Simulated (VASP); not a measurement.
Crystal: CoO.

```
Co O
1.0
     1.51544    0.87494    2.45609
    -1.51544    0.87494    2.45609
     0.00000   -1.74988    2.45609
Co O
1 1
Direct
  0.00000 0.00000 0.00000
  0.50000 0.50000 0.50000
```

Base run:

| Quantity | Value |
| --- | --- |
| Program | VASP 6.6.1 |
| Functional | PBEsol |
| Potentials or basis | VASP PAW PBE potentials, release 64 (Co, O) |
| Cutoff | 520 eV |
| k mesh | 11 × 11 × 11 |
| Occupations | fermi-dirac, width 0.05 eV |
| Spin | collinear spin, ferromagnetic start |
| Starting moments | [2.0, 0.0] μB |

Its results: pressure -12.9 GPa; net moment 2.95 μB per cell; site moments Co +2.58; O +0.32 μB.

Question: The run is repeated on the same cell with these changes: functional from PBEsol to r2SCAN. What comes out?

Answer: Pressure -7.6 GPa; net moment 3.00 μB per cell; site moments Co +2.69; O +0.29 μB.

Caveats: the cell stands under tension; the PAW data sets were made with another functional, which shifts forces and pressure a little; a cell with one magnetic atom can't hold antiferromagnetic order, which such compounds often take.
